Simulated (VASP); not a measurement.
The system is SiSbTe2.

```
CELL_PARAMETERS angstrom
4.06115 0.00000 0.00000
-2.03057 3.51705 0.00000
0.00000 0.00000 4.75607
ATOMIC_POSITIONS crystal
Si 0.00000 0.00000 0.50000
Sb 0.00000 0.00000 0.00000
Te 0.33333 0.66667 0.98804
Te 0.66667 0.33333 0.01196
```

```yaml
Program: VASP 6.6.1
Task: relaxation of cell and atoms
Functional: PBE
Potentials_or_basis: VASP PAW PBE potentials, release 64 (Si, Sb, Te)
Cutoff: 600 eV
k_mesh: 6 × 6 × 4
Occupations: gaussian, width 0.1 eV
Spin: no spin polarisation
```

At the start: pressure 187.2 GPa; volume 16.98 Å³/atom.

**Question.** How do energy, volume and symmetry change on relaxing?

**Answer.** Over 72 steps the energy falls by 6892.7 meV/atom and the volume is 27.37 Å³/atom (+61.2 %); space group P-3m1 (No. 164, to 0.05 Å).

Step by step:
```tsv
step	energy change (eV)	largest force (eV/Å)	pressure (GPa)	volume (Å³)
1	0.0000	2.0853	187.22	67.93
3	-19.1854	0.0327	-1.80	431.82
5	-23.5579	0.0269	-3.90	197.76
7	-24.9333	0.0930	-1.75	155.46
9	-25.1712	0.1599	2.00	137.68
11	-25.2994	0.1903	-0.67	146.67
13	-25.3045	0.1850	-0.40	145.46
15	-25.3108	0.2254	0.23	143.01
17	-25.3310	0.3011	0.41	142.04
19	-25.4544	0.4326	1.04	137.71
21	-25.7070	0.5036	3.52	121.20
23	-25.7080	0.5023	3.51	121.15
25	-25.7125	0.4971	3.56	120.96
27	-25.7285	0.4756	3.71	120.18
29	-25.7498	0.2922	4.60	117.09
31	-25.7721	0.3593	4.24	117.91
33	-25.9401	0.2748	3.78	117.77
35	-26.4317	0.0095	2.16	117.11
37	-26.6264	0.3942	2.00	116.17
39	-26.7462	0.3370	0.45	118.97
41	-26.8364	0.0987	-1.82	124.43
43	-27.0399	0.0793	-0.07	118.73
45	-27.0959	0.0984	1.75	114.54
47	-27.1595	0.2273	0.73	116.63
49	-27.1849	0.3162	-0.58	120.16
51	-27.2939	0.3235	0.58	116.58
53	-27.1125	0.6645	9.41	93.42
55	-27.4014	0.3536	5.90	100.34
57	-27.3769	0.4116	6.44	98.92
59	-27.3861	0.4482	6.12	98.81
61	-27.3893	0.4831	5.83	98.68
63	-27.4159	0.4573	5.29	99.43
65	-27.5070	0.3338	3.09	102.87
67	-27.5684	0.1219	-0.03	109.22
69	-27.5689	0.1054	-0.13	109.53
71	-27.5707	0.0422	0.08	109.38
72	-27.5708	0.0358	0.02	109.48
```

Final structure:
```yaml
crystal:
  lattice:
    - [3.98047, 0.00000, 0.00000]
    - [-1.99023, 3.44719, 0.00000]
    - [0.00000, 0.00000, 7.97847]
  atoms:
    - { symbol: Si, position: [0.00000, 0.00000, 0.50000] }
    - { symbol: Sb, position: [0.00000, 0.00000, 0.00000] }
    - { symbol: Te, position: [0.33333, 0.66667, 0.71980] }
    - { symbol: Te, position: [0.66667, 0.33333, 0.28020] }
```

Caveat: the volume moved by over 15 % at a fixed basis, so the end points are rough.
